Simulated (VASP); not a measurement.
# Lu2ScN3 (P6/mmm) in VASP: single point with PBE

Aim: the single point of Lu2ScN3 with PBE.

All numbers are computed with VASP 6.6.1; they aren't measurements. Logs are shortened: lines on timing, memory, paths and dates and some standing lists are left out, and cuts for length are marked.

## (1) The cell of the first run

It takes space group P6/mmm (No. 191, hexagonal). Conventional cell: a = 7.099 Å, b = 7.099 Å, c = 3.479 Å, α = 90.00°, β = 90.00°, γ = 120.00°. Lu (site symmetry -6m2) has 3 N at 2.05 Å within 2.7 Å. Sc (site symmetry 6/mmm) has 2 Sc at 3.48 Å and 12 N at 3.95 Å and 12 Lu at 4.45 Å within 4.6 Å. N (site symmetry mmm) has 2 Lu at 2.05 Å within 2.7 Å.

## (2) Single point, PBE

INCAR

```
PREC = Accurate
ENCUT = 520
EDIFF = 1E-7
ISMEAR = 0
SIGMA = 0.1
LREAL = False
LASPH = True
NELM = 80
ALGO = Normal
ISIF = 2
LWAVE = False
LCHARG = False
GGA = PE
NBANDS = 47
```

KPOINTS

```
Automatic mesh
0
Gamma
  6 6 12
```

POSCAR

```
Lu2ScN3
1.0
    7.0991811267      0.0000000000      0.0000000000
   -3.5495905634      6.1480712018      0.0000000000
    0.0000000000      0.0000000000      3.4791771541
Lu Sc N
2 1 3
Direct
    0.3333333333      0.6666666667      0.5000000000
    0.6666666667      0.3333333333      0.5000000000
    0.0000000000      0.0000000000      0.0000000000
    0.5000000000      0.0000000000      0.5000000000
    0.0000000000      0.5000000000      0.5000000000
    0.5000000000      0.5000000000      0.5000000000
```

Potentials or basis: VASP PAW PBE potentials, release 64 (Lu, Sc_sv, N).

Run with:

```console
cat potpaw_PBE.64/Lu/POTCAR potpaw_PBE.64/Sc_sv/POTCAR potpaw_PBE.64/N/POTCAR > POTCAR
mpirun -np 1 vasp_std > vasp.out
```

OUTCAR:

```text
PREC = Accurate
   ENCUT = 520
   EDIFF = 1E-7
   ISMEAR = 0
   LREAL = False
   LASPH = True
   NELM = 80
   ISIF = 2
   GGA = PE

 ion  position               nearest neighbor table
   1  0.333  0.667  0.500-   5 2.05   4 2.05   6 2.05
   2  0.667  0.333  0.500-   5 2.05   4 2.05   6 2.05
   3  0.000  0.000  0.000-
   4  0.500  0.000  0.500-   1 2.05   2 2.05
   5  0.000  0.500  0.500-   1 2.05   2 2.05
   6  0.500  0.500  0.500-   1 2.05   2 2.05

  LATTYP: Found a hexagonal cell.
 ALAT       =     7.0991811267
 C/A-ratio  =     0.4900814745

  Lattice vectors:

 A1 = (   7.0991811267,   0.0000000000,   0.0000000000)
 A2 = (  -3.5495905634,   6.1480712018,   0.0000000000)
 A3 = (   0.0000000000,   0.0000000000,   3.4791771541)

Analysis of symmetry for initial positions (statically):
=====================================================================
 Subroutine PRICEL returns:
 Original cell was already a primitive cell.

 Routine SETGRP: Setting up the symmetry group for a
 hexagonal supercell.

 Subroutine GETGRP returns: Found 24 space group operations
 (whereof 24 operations were pure point group operations)
 out of a pool of 24 trial point group operations.

The static configuration has the point symmetry D_6h.

Analysis of symmetry for dynamics (positions and initial velocities):
=====================================================================
 Subroutine PRICEL returns:
 Original cell was already a primitive cell.

 Routine SETGRP: Setting up the symmetry group for a
 hexagonal supercell.

 Subroutine GETGRP returns: Found 24 space group operations
 (whereof 24 operations were pure point group operations)
 out of a pool of 24 trial point group operations.

The dynamic configuration has the point symmetry D_6h.

 Subroutine INISYM returns: Found 24 space group operations
 (whereof 24 operations are pure point group operations),
 and found     1 'primitive' translations

----------------------------------------------------------------------------------------

                                     Primitive cell

  volume of cell :     151.8531

  direct lattice vectors                    reciprocal lattice vectors
     7.099181127  0.000000000  0.000000000     0.140861317  0.081326319  0.000000000
    -3.549590563  6.148071202  0.000000000     0.000000000  0.162652638  0.000000000
     0.000000000  0.000000000  3.479177154     0.000000000  0.000000000  0.287424283

  length of vectors
     7.099181127  7.099181127  3.479177154     0.162652638  0.162652638  0.287424283

  position of ions in fractional coordinates (direct lattice)
     0.333333333  0.666666667  0.500000000
     0.666666667  0.333333333  0.500000000
     0.000000000  0.000000000  0.000000000
     0.500000000  0.000000000  0.500000000
     0.000000000  0.500000000  0.500000000
     0.500000000  0.500000000  0.500000000

  ion indices of the primitive-cell ions
   primitive index   ion index
                 1           1
                 2           2
                 3           3
                 4           4
                 5           5
                 6           6

----------------------------------------------------------------------------------------

 KPOINTS: Automatic mesh

Automatic generation of k-mesh.
 Grid dimensions read from file:
 generate k-points for:    6    6   12

 Generating k-lattice:

  Cartesian coordinates                     Fractional coordinates (reciprocal lattice)
     0.023476886  0.013554387  0.000000000     0.166666667  0.000000000  0.000000000
     0.000000000  0.027108773  0.000000000     0.000000000  0.166666667  0.000000000
     0.000000000  0.000000000  0.023952024     0.000000000  0.000000000  0.083333333

  Length of vectors
     0.027108773  0.027108773  0.023952024

  Shift w.r.t. Gamma in fractional coordinates (k-lattice)
     0.000000000  0.000000000  0.000000000

 Subroutine IBZKPT returns following result:
 ===========================================

 Found     49 irreducible k-points:

 Following reciprocal coordinates:
            Coordinates               Weight
  0.000000  0.000000  0.000000      1.000000
  0.166667  0.000000  0.000000      6.000000
  0.333333  0.000000  0.000000      6.000000
  0.500000  0.000000  0.000000      3.000000
  0.166667  0.166667  0.000000      6.000000
  0.333333  0.166667  0.000000     12.000000
[... 16 lines left out ...]
  0.166667  0.000000  0.250000     12.000000
  0.333333  0.000000  0.250000     12.000000
 [... further k-points ...]
   k-points           NKPTS =     49   k-points in BZ     NKDIM =     49   number of bands    NBANDS=     47
   number of dos      NEDOS =    301   number of ions     NIONS =      6
   total plane-waves  NPLWV =  81648
   dimension x,y,z NGX =    54 NGY =   54 NGZ =   28
   dimension x,y,z NGXF=   108 NGYF=  108 NGZF=   56
   ions per type =               2   1   3
   NGX,Y,Z   is equivalent  to a cutoff of  12.65, 12.65, 13.38 a.u.
   NGXF,Y,Z  is equivalent  to a cutoff of  25.29, 25.29, 26.76 a.u.
 SYSTEM =  unknown system
   PREC   = accura    normal or accurate (medium, high low for compatibility)
   ISTART =      0    job   : 0-new  1-cont  2-samecut
   ICHARG =      2    charge: 1-file 2-atom 10-const
   ISPIN  =      1    spin polarized calculation?
   LNONCOLLINEAR =      F non collinear calculations
   LSORBIT =      F    spin-orbit coupling
   LASPH  =      T    aspherical Exc in radial PAW
   ENCUT  =  520.0 eV  38.22 Ry    6.18 a.u.  13.20 13.20  6.47*2*pi/ulx,y,z
   NELM   =     80;   NELMIN=  2; NELMDL= -5     # of ELM steps
   EDIFF  = 0.1E-06   stopping-criterion for ELM
   LREAL  =      F    real-space projection
   EDIFFG = 0.1E-05   stopping-criterion for IOM
   NSW    =      0    number of steps for IOM
   IBRION =     -1    ionic relax: 0-MD 1-quasi-New 2-CG
   NFREE  =      0    steps in history (QN), initial steepest desc. (CG)
   ISIF   =      2    stress and relaxation
   ISYM   =      2    0-nonsym 1-usesym 2-fastsym
   POTIM  = 0.5000    time-step for ionic-motion
   TEBEG  =    0.0;   TEEND  =   0.0 temperature during run
   PSTRESS=    0.0 pullay stress
   NELECT =      76.0000    total number of electrons
   NUPDOWN=      -1.0000    fix difference up-down
   EMIN   =  10.00;   EMAX   =-10.00  energy-range for DOS
   EFERMI =   0.00;   METHOD = LEGACY
   ISMEAR =     0;   SIGMA  =   0.10  broadening in eV -4-tet -1-fermi 0-gaus
   EFERMI_NEDOS =   21; number of points for ismear=-14 and -15
   IALGO  =     38    algorithm
   IMIX   =      4    mixing-type and parameters
     AMIX     =   0.40;   BMIX     =  1.00
     AMIX_MAG =   1.60;   BMIX_MAG =  1.00
  volume/ion in A,a.u.               =      25.31       170.79
  Fermi-wavevector in a.u.,A,eV,Ry     =   1.299785  2.456237 22.986235  1.689441
  Thomas-Fermi vector in A             =   2.431026
   LORBIT       =      0    0 simple, 1 ext, 2 COOP (PROOUT), +10 PAW based schemes
   GGA     = PE    functional components
   LHFCALC =     F    Hartree Fock is set to
   AEXX    =    0.0000 exact exchange contribution
   IVDW    =     0    specifies the selected vdW correction
   LEPSILON=     F    determine dielectric tensor
   LRPA    =     F    only Hartree local field effects (RPA)
 non-spin polarized calculation
 Gauss-broadening in eV      SIGMA  =   0.10
  energy-cutoff  :      520.00
  volume of cell :      151.85
 maximum number of plane-waves:      4123
 NGX is ok and might be reduce to    54
   NGX = 27   NGY = 27   NGZ = 13

 number of electron      75.9999994 magnetization

 Free energy of the ion-electron system (eV)
  ---------------------------------------------------
  ext. energy  EPLUGINS =         0.00000000
  ---------------------------------------------------
  free energy    TOTEN  =       -36.17146105 eV

  energy without entropy =      -36.14806712  energy(sigma->0) =      -36.15976409

 E-fermi :   0.2021     XC(G=0):  -8.6430

 val. band max:        0.1839912611   @ k =   0.1667   0.1667   0.3333
 cond. band min:       0.2103062940   @ k =   0.3333   0.1667   0.4167
 fundamental gap:      0.0263150329
 Fermi energy:         0.2020621612

 k-point     1 :       0.0000    0.0000    0.0000
  band No.  band energies     occupation
      1     -53.9317      2.00000
      2     -53.9297      2.00000
      3     -51.1333      2.00000
      4     -29.8005      2.00000
      5     -29.8005      2.00000
      6     -29.4562      2.00000
[... 39 lines left out ...]
     46       1.5119      0.00000
     47       4.5791      0.00000

 k-point     2 :       0.1667    0.0000    0.0000
  band No.  band energies     occupation
      1     -53.9316      2.00000
      2     -53.9298      2.00000
      3     -51.1333      2.00000
      4     -29.8005      2.00000
      5     -29.8005      2.00000
      6     -29.4562      2.00000
[... 39 lines left out ...]
     46       1.5525      0.00000
     47       4.1975      0.00000

 k-point     3 :       0.3333    0.0000    0.0000
  band No.  band energies     occupation
      1     -53.9313      2.00000
      2     -53.9301      2.00000
      3     -51.1333      2.00000
      4     -29.8005      2.00000
      5     -29.8005      2.00000
      6     -29.4562      2.00000
[... 39 lines left out ...]
     46       1.6392      0.00000
     47       3.6552      0.00000

 k-point     4 :       0.5000    0.0000    0.0000
  band No.  band energies     occupation
      1     -53.9310      2.00000
      2     -53.9303      2.00000
      3     -51.1333      2.00000
      4     -29.8005      2.00000
      5     -29.8005      2.00000
      6     -29.4562      2.00000
[... 939 lines left out ...]
     46       3.2745      0.00000
     47       3.9593      0.00000

 k-point    23 :       0.1667    0.0000    0.2500
  band No.  band energies     occupation
      1     -53.9268      2.00000
      2     -53.9251      2.00000
      3     -51.1295      2.00000
      4     -29.7962      2.00000
      5     -29.7962      2.00000
      6     -29.5051      2.00000
[... 39 lines left out ...]
     46       3.0761      0.00000
     47       4.0369      0.00000

 k-point    24 :       0.3333    0.0000    0.2500
  band No.  band energies     occupation
      1     -53.9265      2.00000
      2     -53.9254      2.00000
      3     -51.1295      2.00000
      4     -29.7962      2.00000
      5     -29.7962      2.00000
      6     -29.5051      2.00000
[... 39 lines left out ...]
     46       2.8259      0.00000
     47       4.2577      0.00000

 [... further k-points ...]

------------------------ aborting loop because EDIFF is reached ----------------------------------------

  FORCE on cell =-STRESS in cart. coord.  units (eV):
  Direction    XX          YY          ZZ          XY          YZ          ZX
  --------------------------------------------------------------------------------------
  -------------------------------------------------------------------------------------
  Total        0.6947285      0.6947285     -0.0210042     -0.0000000      0.0000000     -0.0000000
  in kB        7.3299673      7.3299673     -0.2216117     -0.0000000      0.0000000     -0.0000000
  external PRESSURE =       4.8127743 kB  Pullay stress =       0.0000000 kB

 VOLUME and BASIS-vectors are now :
 -----------------------------------------------------------------------------
  energy-cutoff  :      520.00
  volume of cell :      151.85
      direct lattice vectors                 reciprocal lattice vectors
     7.099181127  0.000000000  0.000000000     0.140861317  0.081326319  0.000000000
    -3.549590563  6.148071202  0.000000000     0.000000000  0.162652638  0.000000000
     0.000000000  0.000000000  3.479177154     0.000000000  0.000000000  0.287424283

 POSITION                                       TOTAL-FORCE (eV/Angst)
 -----------------------------------------------------------------------------------
     -0.00000      4.09871      1.73959         0.000000      0.000000      0.000000
      3.54959      2.04936      1.73959        -0.000000     -0.000000     -0.000000
      0.00000      0.00000      0.00000         0.000000      0.000000      0.000000
      3.54959      0.00000      1.73959         0.000000      0.000000      0.000000
     -1.77480      3.07404      1.73959         0.000000      0.000000      0.000000
      1.77480      3.07404      1.73959         0.000000      0.000000      0.000000
 -----------------------------------------------------------------------------------
    total drift:                                0.000000      0.000000      0.000000

  FREE ENERGIE OF THE ION-ELECTRON SYSTEM (eV)
  ---------------------------------------------------
  free  energy   TOTEN  =       -36.1714610541 eV

  energy  without entropy=      -36.1480671195  energy(sigma->0) =      -36.15976409
```

Wall time 23 min (1 thread of AMD EPYC 7R13, shared host); peak memory 0.47 GiB.

What came out:

| Property | Result |
| --- | --- |
| Free energy | -36.1715 eV |
| Pressure | 0.5 GPa |
| Band gap on the k mesh | zero (band 38 reaches 0.54 eV, above the bottom of band 39 at -0.03 eV) |

Levels at points of the mesh, in eV from the Fermi level:
| k point | band 36 | band 37 | band 38 | band 39 | band 40 | band 41 |
| --- | --- | --- | --- | --- | --- | --- |
| (0.00, 0.00, 0.00) | -0.17 | -0.17 | -0.17 | 0.12 | 0.44 | 0.44 |
| (0.50, 0.00, 0.00) | -0.25 | -0.18 | 0.04 | 0.26 | 0.34 | 0.42 |
| (0.00, 0.00, 0.50) | -0.14 | -0.14 | 0.33 | 0.82 | 0.82 | 0.87 |
| (0.50, 0.00, 0.50) | -1.02 | -0.89 | 0.21 | 0.29 | 0.62 | 0.67 |

Caveat: spin-orbit coupling is left out, which moves the levels of the heavy elements.
